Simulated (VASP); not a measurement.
# K2Sb (P6_3/mmc) in VASP: single point with PBE

Aim: the single point of K2Sb with PBE.

All numbers are computed with VASP 6.6.1; they aren't measurements. Logs are shortened: lines on timing, memory, paths and dates and some standing lists are left out, and cuts for length are marked.

### 1 The cell of the first run

It takes space group P6_3/mmc (No. 194, hexagonal). The conventional cell has a = 5.473 Å, b = 5.473 Å, c = 11.221 Å, α = 90.00°, β = 90.00°, γ = 120.00°. Within 4.7 Å of K (site symmetry 3m) lie 4 K at 3.57 to 3.76 Å and 4 Sb at 3.63 to 3.83 Å. Sb (site symmetry -6m2) has 8 K at 3.63 to 3.83 Å within 4.8 Å.

### 2 Single point, PBE

INCAR reads:

```
  ALGO = Fast
  EDIFF = 1E-6
  ENCUT = 520
  GGA = PE
  ISIF = 2
  ISMEAR = 0
  LASPH = True
  LCHARG = False
  LREAL = False
  LWAVE = False
  NBANDS = 58
  NELM = 100
  PREC = Accurate
  SIGMA = 0.2
```

KPOINTS reads:

```
k-points
0
Gamma
  4 4 2
```

POSCAR reads:

```
K2Sb
1.0
    5.4730167320      0.0000000000      0.0000000000
    0.0000000000      9.4795430504      0.0000000000
    0.0000000000      0.0000000000     11.2211834742
K Sb
8 4
Direct
    1.0000000000      0.3333333333      0.0909710124
    0.5000000000      0.8333333333      0.0909710124
    0.5000000000      0.1666666667      0.9090289876
    0.0000000000      0.6666666667      0.9090289876
    0.5000000000      0.1666666667      0.5909710124
    0.0000000000      0.6666666667      0.5909710124
    1.0000000000      0.3333333333      0.4090289876
    0.5000000000      0.8333333333      0.4090289876
    1.0000000000      0.3333333333      0.7500000000
    0.5000000000      0.8333333333      0.7500000000
    0.5000000000      0.1666666667      0.2500000000
    0.0000000000      0.6666666667      0.2500000000
```

Potentials or basis: VASP PAW PBE potentials, release 64 (K_sv, Sb).

Run with:

```console
> cat potpaw_PBE.64/K_sv/POTCAR potpaw_PBE.64/Sb/POTCAR > POTCAR
> mpirun -np 1 vasp_std > vasp.out
```

OUTCAR:

```text
EDIFF = 1E-6
   ENCUT = 520
   GGA = PE
   ISIF = 2
   ISMEAR = 0
   LASPH = True
   LREAL = False
   NELM = 100
   PREC = Accurate

 ion  position               nearest neighbor table
   1  0.000  0.333  0.091-   7 3.57  11 3.63  11 3.63  12 3.63   3 3.76   3 3.76   4 3.76
   2  0.500  0.833  0.091-   8 3.57  12 3.63  12 3.63  11 3.63   4 3.76   4 3.76   3 3.76
   3  0.500  0.167  0.909-   5 3.57   9 3.63   9 3.63  10 3.63   1 3.76   1 3.76   2 3.76
   4  0.000  0.667  0.909-   6 3.57  10 3.63  10 3.63   9 3.63   2 3.76   2 3.76   1 3.76
   5  0.500  0.167  0.591-   3 3.57   9 3.63   9 3.63  10 3.63   7 3.76   7 3.76   8 3.76
   6  0.000  0.667  0.591-   4 3.57  10 3.63  10 3.63   9 3.63   8 3.76   8 3.76   7 3.76
   7  0.000  0.333  0.409-   1 3.57  11 3.63  11 3.63  12 3.63   5 3.76   5 3.76   6 3.76
   8  0.500  0.833  0.409-   2 3.57  12 3.63  12 3.63  11 3.63   6 3.76   6 3.76   5 3.76
   9  0.000  0.333  0.750-   3 3.63   5 3.63   3 3.63   5 3.63   4 3.63   6 3.63
  10  0.500  0.833  0.750-   4 3.63   6 3.63   4 3.63   6 3.63   5 3.63   3 3.63
  11  0.500  0.167  0.250-   1 3.63   7 3.63   1 3.63   7 3.63   2 3.63   8 3.63
  12  0.000  0.667  0.250-   2 3.63   8 3.63   2 3.63   8 3.63   7 3.63   1 3.63

  LATTYP: Found a simple orthorhombic cell.
 ALAT       =     5.4730167320
 B/A-ratio  =     1.7320508076
 C/A-ratio  =     2.0502739209

  Lattice vectors:

 A1 = (   5.4730167320,   0.0000000000,   0.0000000000)
 A2 = (   0.0000000000,   9.4795430504,   0.0000000000)
 A3 = (   0.0000000000,   0.0000000000,  11.2211834742)

Analysis of symmetry for initial positions (statically):
=====================================================================
 Subroutine PRICEL returns following result:

  LATTYP: Found a hexagonal cell.
 ALAT       =     5.4730167320
 C/A-ratio  =     2.0502739209

  Lattice vectors:

 A1 = (  -5.4730167320,  -0.0000000000,   0.0000000000)
 A2 = (   2.7365083660,  -4.7397715252,   0.0000000000)
 A3 = (   0.0000000000,   0.0000000000,  11.2211834742)

   2 primitive cells build up your supercell.

 Routine SETGRP: Setting up the symmetry group for a
 simple orthorhombic supercell.

 Subroutine GETGRP returns: Found  8 space group operations
 (whereof  4 operations were pure point group operations)
 out of a pool of  8 trial point group operations.

The static configuration has the point symmetry C_2h.
 The point group associated with its full space group is D_2h.

Analysis of symmetry for dynamics (positions and initial velocities):
=====================================================================
 Subroutine PRICEL returns following result:

  LATTYP: Found a hexagonal cell.
 ALAT       =     5.4730167320
 C/A-ratio  =     2.0502739209

  Lattice vectors:

 A1 = (  -5.4730167320,  -0.0000000000,   0.0000000000)
 A2 = (   2.7365083660,  -4.7397715252,   0.0000000000)
 A3 = (   0.0000000000,   0.0000000000,  11.2211834742)

   2 primitive cells build up your supercell.

 Routine SETGRP: Setting up the symmetry group for a
 simple orthorhombic supercell.

 Subroutine GETGRP returns: Found  8 space group operations
 (whereof  4 operations were pure point group operations)
 out of a pool of  8 trial point group operations.

The dynamic configuration has the point symmetry C_2h.
 The point group associated with its full space group is D_2h.

 Subroutine INISYM returns: Found  8 space group operations
 (whereof  4 operations are pure point group operations),
 and found     2 'primitive' translations

----------------------------------------------------------------------------------------

                                     Primitive cell

  volume of cell :     291.0870

  direct lattice vectors                    reciprocal lattice vectors
    -5.473016732 -0.000000000  0.000000000    -0.182714588 -0.105490317  0.000000000
     2.736508366 -4.739771525  0.000000000     0.000000000 -0.210980634  0.000000000
     0.000000000  0.000000000 11.221183474     0.000000000  0.000000000  0.089117160

  length of vectors
     5.473016732  5.473016732 11.221183474     0.210980634  0.210980634  0.089117160

  position of ions in fractional coordinates (direct lattice)
     0.666666667  0.333333333  0.090971012
     0.333333333  0.666666667  0.909028988
     0.333333333  0.666666667  0.590971012
     0.666666667  0.333333333  0.409028988
     0.666666667  0.333333333  0.750000000
     0.333333333  0.666666667  0.250000000

  ion indices of the primitive-cell ions
   primitive index   ion index
                 1           1
                 2           4
                 3           6
                 4           7
                 5           9
                 6          12

----------------------------------------------------------------------------------------

 KPOINTS: k-points

Automatic generation of k-mesh.
 Grid dimensions read from file:
 generate k-points for:    4    4    2

 Generating k-lattice:

  Cartesian coordinates                     Fractional coordinates (reciprocal lattice)
     0.045678647  0.000000000  0.000000000     0.250000000  0.000000000  0.000000000
     0.000000000  0.026372579  0.000000000     0.000000000  0.250000000  0.000000000
     0.000000000  0.000000000  0.044558580     0.000000000  0.000000000  0.500000000

  Length of vectors
     0.045678647  0.026372579  0.044558580

  Shift w.r.t. Gamma in fractional coordinates (k-lattice)
     0.000000000  0.000000000  0.000000000

 Subroutine IBZKPT returns following result:
 ===========================================

 Found     18 irreducible k-points:

 Following reciprocal coordinates:
            Coordinates               Weight
  0.000000  0.000000  0.000000      1.000000
  0.250000  0.000000  0.000000      2.000000
  0.500000  0.000000  0.000000      1.000000
  0.000000  0.250000  0.000000      2.000000
  0.250000  0.250000  0.000000      4.000000
  0.500000  0.250000  0.000000      2.000000
[... 10 lines left out ...]
  0.250000  0.500000  0.500000      2.000000
  0.500000  0.500000  0.500000      1.000000
   k-points           NKPTS =     18   k-points in BZ     NKDIM =     18   number of bands    NBANDS=     58
   number of dos      NEDOS =    301   number of ions     NIONS =     12
   total plane-waves  NPLWV = 254016
   dimension x,y,z NGX =    42 NGY =   72 NGZ =   84
   dimension x,y,z NGXF=    84 NGYF=  144 NGZF=  168
   ions per type =               8   4
   NGX,Y,Z   is equivalent  to a cutoff of  12.76, 12.63, 12.44 a.u.
   NGXF,Y,Z  is equivalent  to a cutoff of  25.52, 25.25, 24.89 a.u.
 SYSTEM =  unknown system
   PREC   = accura    normal or accurate (medium, high low for compatibility)
   ISTART =      0    job   : 0-new  1-cont  2-samecut
   ICHARG =      2    charge: 1-file 2-atom 10-const
   ISPIN  =      1    spin polarized calculation?
   LNONCOLLINEAR =      F non collinear calculations
   LSORBIT =      F    spin-orbit coupling
   LASPH  =      T    aspherical Exc in radial PAW
   ENCUT  =  520.0 eV  38.22 Ry    6.18 a.u.  10.18 17.63 20.86*2*pi/ulx,y,z
   NELM   =    100;   NELMIN=  2; NELMDL= -5     # of ELM steps
   EDIFF  = 0.1E-05   stopping-criterion for ELM
   LREAL  =      F    real-space projection
   EDIFFG = 0.1E-04   stopping-criterion for IOM
   NSW    =      0    number of steps for IOM
   IBRION =     -1    ionic relax: 0-MD 1-quasi-New 2-CG
   NFREE  =      0    steps in history (QN), initial steepest desc. (CG)
   ISIF   =      2    stress and relaxation
   ISYM   =      2    0-nonsym 1-usesym 2-fastsym
   POTIM  = 0.5000    time-step for ionic-motion
   TEBEG  =    0.0;   TEEND  =   0.0 temperature during run
   PSTRESS=    0.0 pullay stress
   NELECT =      92.0000    total number of electrons
   NUPDOWN=      -1.0000    fix difference up-down
   EMIN   =  10.00;   EMAX   =-10.00  energy-range for DOS
   EFERMI =   0.00;   METHOD = LEGACY
   ISMEAR =     0;   SIGMA  =   0.20  broadening in eV -4-tet -1-fermi 0-gaus
   EFERMI_NEDOS =   21; number of points for ismear=-14 and -15
   IALGO  =     68    algorithm
   IMIX   =      4    mixing-type and parameters
     AMIX     =   0.40;   BMIX     =  1.00
     AMIX_MAG =   1.60;   BMIX_MAG =  1.00
  volume/ion in A,a.u.               =      48.51       327.39
  Fermi-wavevector in a.u.,A,eV,Ry     =   0.885088  1.672574 10.658544  0.783381
  Thomas-Fermi vector in A             =   2.006075
   LORBIT       =      0    0 simple, 1 ext, 2 COOP (PROOUT), +10 PAW based schemes
   GGA     = PE    functional components
   LHFCALC =     F    Hartree Fock is set to
   AEXX    =    0.0000 exact exchange contribution
   IVDW    =     0    specifies the selected vdW correction
   LEPSILON=     F    determine dielectric tensor
   LRPA    =     F    only Hartree local field effects (RPA)
 non-spin polarized calculation
 RMM-DIIS sequential band-by-band and
 Gauss-broadening in eV      SIGMA  =   0.20
  energy-cutoff  :      520.00
  volume of cell :      582.17
 maximum number of plane-waves:     15726
 NGX is ok and might be reduce to    42
   NGX = 21   NGY = 35   NGZ = 41

 number of electron      91.9999991 magnetization

 Free energy of the ion-electron system (eV)
  ---------------------------------------------------
  ext. energy  EPLUGINS =         0.00000000
  ---------------------------------------------------
  free energy    TOTEN  =       -26.55754717 eV

  energy without entropy =      -26.19407173  energy(sigma->0) =      -26.37580945

 E-fermi :   0.4229     XC(G=0):  -6.7615

 val. band max:        0.4154522973   @ k =   0.0000   0.2500   0.0000
 cond. band min:       0.4281136910   @ k =   0.0000   0.0000   0.5000
 fundamental gap:      0.0126613937
 Fermi energy:         0.4228626286

 k-point     1 :       0.0000    0.0000    0.0000
  band No.  band energies     occupation
      1     -30.3583      2.00000
      2     -30.3468      2.00000
      3     -30.3386      2.00000
      4     -30.3356      2.00000
      5     -30.3271      2.00000
      6     -30.3247      2.00000
[... 1087 lines left out ...]
     57       4.4871      0.00000
     58       4.4873      0.00000

------------------------ aborting loop because EDIFF is reached ----------------------------------------

  FORCE on cell =-STRESS in cart. coord.  units (eV):
  Direction    XX          YY          ZZ          XY          YZ          ZX
  --------------------------------------------------------------------------------------
  -------------------------------------------------------------------------------------
  Total       -0.0885834      0.4251747     -0.1127557      0.0000000      0.0000000      0.0000000
  in kB       -0.2437867      1.1701058     -0.3103102      0.0000000      0.0000000      0.0000000
  external PRESSURE =       0.2053363 kB  Pullay stress =       0.0000000 kB

 VOLUME and BASIS-vectors are now :
 -----------------------------------------------------------------------------
  energy-cutoff  :      520.00
  volume of cell :      582.17
      direct lattice vectors                 reciprocal lattice vectors
     5.473016732  0.000000000  0.000000000     0.182714588  0.000000000  0.000000000
     0.000000000  9.479543050  0.000000000     0.000000000  0.105490317  0.000000000
     0.000000000  0.000000000 11.221183474     0.000000000  0.000000000  0.089117160

 POSITION                                       TOTAL-FORCE (eV/Angst)
 -----------------------------------------------------------------------------------
      0.00000      3.15985      1.02080         0.000000      0.004241      0.012720
      2.73651      7.89962      1.02080         0.000000      0.004241      0.012720
      2.73651      1.57992     10.20038         0.000000     -0.004241     -0.012720
      0.00000      6.31970     10.20038         0.000000     -0.004241     -0.012720
      2.73651      1.57992      6.63139        -0.000000     -0.004241      0.012720
      0.00000      6.31970      6.63139        -0.000000     -0.004241      0.012720
      0.00000      3.15985      4.58979        -0.000000      0.004241     -0.012720
      2.73651      7.89962      4.58979        -0.000000      0.004241     -0.012720
      0.00000      3.15985      8.41589         0.000000      0.007895      0.000000
      2.73651      7.89962      8.41589         0.000000      0.007895     -0.000000
      2.73651      1.57992      2.80530         0.000000     -0.007895      0.000000
      0.00000      6.31970      2.80530        -0.000000     -0.007895     -0.000000
 -----------------------------------------------------------------------------------
    total drift:                                0.000000      0.000000      0.000000

  FREE ENERGIE OF THE ION-ELECTRON SYSTEM (eV)
  ---------------------------------------------------
  free  energy   TOTEN  =       -26.5575471681 eV

  energy  without entropy=      -26.1940717286  energy(sigma->0) =      -26.37580945
```

Wall time 15 min (1 thread of AMD EPYC 9R45 (Zen 5), shared host); peak memory 0.8 GiB.

Results:

```
Free energy            : -26.5575 eV
Pressure               : 0.0 GPa
Largest force          : 0.013 eV/Å
Band gap on the k mesh : zero (bands 46 and 47 overlap by 0.46 eV)
```

Forces on the atoms (eV/Å):
```
K    0.000  0.004  0.013
K    0.000  0.004  0.013
K    0.000 -0.004 -0.013
K    0.000 -0.004 -0.013
K    0.000 -0.004  0.013
K    0.000 -0.004  0.013
K    0.000  0.004 -0.013
K    0.000  0.004 -0.013
Sb   0.000  0.008  0.000
Sb   0.000  0.008  0.000
Sb   0.000 -0.008  0.000
Sb   0.000 -0.008  0.000
```

Caveat: spin-orbit coupling is left out, which moves the levels of the heavy elements.
